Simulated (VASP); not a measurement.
# Hf5C3 (P-6m2) in VASP: single point with PBE

Aim: the single point of Hf5C3 with PBE.

Program: VASP 6.6.1. These are calculated values, not measurements. Logs are shortened: lines on timing, memory, paths and dates and some standing lists are left out, and cuts for length are marked.

## (1) The cell of the first run

Symmetry: P-6m2, No. 187, hexagonal system. Conventional cell: a = 5.407 Å, b = 5.407 Å, c = 7.694 Å, α = 90.00°, β = 90.00°, γ = 120.00°. Within 3.0 Å of Hf (site symmetry mm2) lie 4 C at 2.22 to 2.70 Å and 6 Hf at 2.66 to 2.99 Å. Hf (site symmetry 3m) has 4 Hf at 2.63 to 2.99 Å and 3 C at 3.26 Å within 3.5 Å. C (site symmetry 3m) has 3 Hf at 2.22 Å within 2.9 Å. Within 3.6 Å of C (site symmetry -6m2) lie 6 Hf at 2.70 Å and 6 C at 3.51 Å.

The cell was generated, and may not be a known phase.

## (2) Single point, PBE

Input file INCAR:

```
ALGO     = Normal         # electronic algorithm
EDIFF    = 1E-6           # SCF threshold, eV
ENCUT    = 520            # plane-wave cutoff, eV
GGA      = PE             # functional
ISIF     = 2              # what is computed and relaxed
ISMEAR   = 0              # smearing method
LASPH    = T              # aspherical terms in the spheres
LCHARG   = F              # write CHGCAR
LREAL    = F              # projectors in reciprocal space
LWAVE    = F              # write WAVECAR
NBANDS   = 41             # bands
NELM     = 60             # most SCF steps
PREC     = Accurate       # precision mode
SIGMA    = 0.2            # smearing width, eV
```

Input file KPOINTS:

```
k-points
0
Gamma
  4 4 3
```

Input file POSCAR:

```
Hf5C3
1.0
    5.4070527314      0.0000000033      0.0000000000
   -2.7035263686      4.6826450234      0.0000000000
    0.0000000000      0.0000000000      7.6937043610
Hf C
5 3
Direct
    0.8303567466      0.1696432534      0.5000000000
    0.8303567466      0.6607134933      0.5000000000
    0.3392865067      0.1696432534      0.5000000000
    0.0000000000      0.0000000000      0.1711590966
    0.0000000000      0.0000000000      0.8288409034
    0.6666666667      0.3333333333      0.7083667681
    0.6666666667      0.3333333333      0.2916332319
    0.3333333333      0.6666666667      0.5000000000
```

Potentials or basis: VASP PAW PBE potentials, release 64 (Hf_pv, C).

On the command line:

```console
> cat potpaw_PBE.64/Hf_pv/POTCAR potpaw_PBE.64/C/POTCAR > POTCAR
> mpirun -np 1 vasp_std > vasp.out
```

OUTCAR:

```text
EDIFF = 1E-6
   ENCUT = 520
   GGA = PE
   ISIF = 2
   ISMEAR = 0
   LASPH = T
   LREAL = F
   NELM = 60
   PREC = Accurate

 ion  position               nearest neighbor table
   1  0.830  0.170  0.500-   6 2.22   7 2.22   3 2.66   2 2.66   8 2.70   8 2.70   3 2.75   2 2.75
                             4 2.99   5 2.99
   2  0.830  0.661  0.500-   6 2.22   7 2.22   3 2.66   1 2.66   8 2.70   8 2.70   3 2.75   1 2.75
                             5 2.99   4 2.99
   3  0.339  0.170  0.500-   6 2.22   7 2.22   1 2.66   2 2.66   8 2.70   8 2.70   1 2.75   2 2.75
                             4 2.99   5 2.99
   4  0.000  0.000  0.171-   5 2.63   3 2.99   2 2.99   1 2.99
   5  0.000  0.000  0.829-   4 2.63   3 2.99   2 2.99   1 2.99
   6  0.667  0.333  0.708-   1 2.22   3 2.22   2 2.22
   7  0.667  0.333  0.292-   1 2.22   3 2.22   2 2.22
   8  0.333  0.667  0.500-   2 2.70   2 2.70   1 2.70   1 2.70   3 2.70   3 2.70

  LATTYP: Found a hexagonal cell.
 ALAT       =     5.4070527314
 C/A-ratio  =     1.4229016699

  Lattice vectors:

 A1 = (   5.4070527314,   0.0000000033,   0.0000000000)
 A2 = (  -2.7035263686,   4.6826450234,   0.0000000000)
 A3 = (   0.0000000000,   0.0000000000,   7.6937043610)

Analysis of symmetry for initial positions (statically):
=====================================================================
 Subroutine PRICEL returns:
 Original cell was already a primitive cell.

 Routine SETGRP: Setting up the symmetry group for a
 hexagonal supercell.

 Subroutine GETGRP returns: Found 12 space group operations
 (whereof 12 operations were pure point group operations)
 out of a pool of 24 trial point group operations.

The static configuration has the point symmetry D_3h.

Analysis of symmetry for dynamics (positions and initial velocities):
=====================================================================
 Subroutine PRICEL returns:
 Original cell was already a primitive cell.

 Routine SETGRP: Setting up the symmetry group for a
 hexagonal supercell.

 Subroutine GETGRP returns: Found 12 space group operations
 (whereof 12 operations were pure point group operations)
 out of a pool of 24 trial point group operations.

The dynamic configuration has the point symmetry D_3h.

 Subroutine INISYM returns: Found 12 space group operations
[... 93 lines left out ...]
   LREAL  =      F    real-space projection
   EDIFFG = 0.1E-04   stopping-criterion for IOM
   NSW    =      0    number of steps for IOM
   IBRION =     -1    ionic relax: 0-MD 1-quasi-New 2-CG
   NFREE  =      0    steps in history (QN), initial steepest desc. (CG)
   ISIF   =      2    stress and relaxation
   ISYM   =      2    0-nonsym 1-usesym 2-fastsym
   POTIM  = 0.5000    time-step for ionic-motion
   TEBEG  =    0.0;   TEEND  =   0.0 temperature during run
   PSTRESS=    0.0 pullay stress
   NELECT =      62.0000    total number of electrons
   NUPDOWN=      -1.0000    fix difference up-down
   EMIN   =  10.00;   EMAX   =-10.00  energy-range for DOS
   EFERMI =   0.00;   METHOD = LEGACY
   ISMEAR =     0;   SIGMA  =   0.20  broadening in eV -4-tet -1-fermi 0-gaus
   EFERMI_NEDOS =   21; number of points for ismear=-14 and -15
   IALGO  =     38    algorithm
   IMIX   =      4    mixing-type and parameters
     AMIX     =   0.40;   BMIX     =  1.00
     AMIX_MAG =   1.60;   BMIX_MAG =  1.00
  volume/ion in A,a.u.               =      24.35       164.32
  Fermi-wavevector in a.u.,A,eV,Ry     =   1.117746  2.112233 16.998508  1.249355
  Thomas-Fermi vector in A             =   2.254371
   LORBIT       =      0    0 simple, 1 ext, 2 COOP (PROOUT), +10 PAW based schemes
   GGA     = PE    functional components
   LHFCALC =     F    Hartree Fock is set to
   AEXX    =    0.0000 exact exchange contribution
   IVDW    =     0    specifies the selected vdW correction
   LEPSILON=     F    determine dielectric tensor
   LRPA    =     F    only Hartree local field effects (RPA)
 non-spin polarized calculation
 Gauss-broadening in eV      SIGMA  =   0.20
  energy-cutoff  :      520.00
  volume of cell :      194.80
 maximum number of plane-waves:      5266
   NGX = 21   NGY = 21   NGZ = 29

 number of electron      62.0000000 magnetization

 Free energy of the ion-electron system (eV)
  ---------------------------------------------------
  ext. energy  EPLUGINS =         0.00000000
  ---------------------------------------------------
  free energy    TOTEN  =       -63.30535616 eV

  energy without entropy =      -63.17484383  energy(sigma->0) =      -63.24010000

 E-fermi :   1.9268     XC(G=0):  -9.0586

 val. band max:        1.9012334119   @ k =   0.0000   0.0000   0.3333
 cond. band min:       1.9351444837   @ k =   0.5000   0.0000   0.0000
 fundamental gap:      0.0339110718
 Fermi energy:         1.9267812940

 k-point     1 :       0.0000    0.0000    0.0000
  band No.  band energies     occupation
      1     -29.6719      2.00000
      2     -29.5220      2.00000
      3     -29.5220      2.00000
      4     -29.4088      2.00000
      5     -29.4088      2.00000
      6     -29.2482      2.00000
[... 341 lines left out ...]
     40       4.1074      0.00000
     41       4.5080      0.00000

------------------------ aborting loop because EDIFF is reached ----------------------------------------

  FORCE on cell =-STRESS in cart. coord.  units (eV):
  Direction    XX          YY          ZZ          XY          YZ          ZX
  --------------------------------------------------------------------------------------
  -------------------------------------------------------------------------------------
  Total        0.0366433      0.0366433      0.0773517     -0.0000000     -0.0000000      0.0000000
  in kB        0.3013824      0.3013824      0.6361989     -0.0000000     -0.0000000      0.0000000
  external PRESSURE =       0.4129879 kB  Pullay stress =       0.0000000 kB

 VOLUME and BASIS-vectors are now :
 -----------------------------------------------------------------------------
  energy-cutoff  :      520.00
  volume of cell :      194.80
      direct lattice vectors                 reciprocal lattice vectors
     5.407052731  0.000000003  0.000000000     0.184943637  0.106777259  0.000000000
    -2.703526369  4.682645023  0.000000000    -0.000000000  0.213554518  0.000000000
     0.000000000  0.000000000  7.693704361     0.000000000  0.000000000  0.129976401

 POSITION                                       TOTAL-FORCE (eV/Angst)
 -----------------------------------------------------------------------------------
      4.03115      0.79438      3.84685        -0.012534      0.007237      0.000000
      2.70353      3.09389      3.84685         0.000000     -0.014473      0.000000
      1.37591      0.79438      3.84685         0.012534      0.007237      0.000000
      0.00000      0.00000      1.31685        -0.000000      0.000000     -0.037612
      0.00000      0.00000      6.37686        -0.000000      0.000000      0.037612
      2.70353      1.56088      5.44996        -0.000000      0.000000     -0.021280
      2.70353      1.56088      2.24374        -0.000000      0.000000      0.021280
     -0.00000      3.12176      3.84685        -0.000000      0.000000      0.000000
 -----------------------------------------------------------------------------------
    total drift:                                0.000000     -0.000000     -0.000000

  FREE ENERGIE OF THE ION-ELECTRON SYSTEM (eV)
  ---------------------------------------------------
  free  energy   TOTEN  =       -63.3053561565 eV

  energy  without entropy=      -63.1748438345  energy(sigma->0) =      -63.24010000
```

stdout:

```text
POSCAR found type information on POSCAR HfC
 POSCAR found :  2 types and       8 ions
 scaLAPACK will be used
 LDA part: xc-table for (Slater+PW92), standard interpolation
 POSCAR, INCAR and KPOINTS ok, starting setup
 FFT: planning ... GRIDC
 FFT: planning ... GRID_SOFT
 FFT: planning ... GRID
 WAVECAR not read
 entering main loop
```

Wall time 3.2 min (1 thread of Intel Xeon 8259CL, shared host); peak memory 0.32 GiB.

Results:

```yaml
Free_energy: -63.3054 eV
Pressure: 0.0 GPa
Largest_force: 0.038 eV/Å
Band_gap_on_the_k_mesh: zero (bands 31 and 32 overlap by 0.43 eV)
```

Forces on the atoms (eV/Å):
```
Hf  -0.013  0.007  0.000
Hf   0.000 -0.014  0.000
Hf   0.013  0.007  0.000
Hf   0.000  0.000 -0.038
Hf   0.000  0.000  0.038
C    0.000  0.000 -0.021
C    0.000  0.000  0.021
C    0.000  0.000  0.000
```

Caveat: spin-orbit coupling is left out, which moves the levels of the heavy elements.

The gap in the log of VASP goes by the Fermi energy; the results here count the filled bands.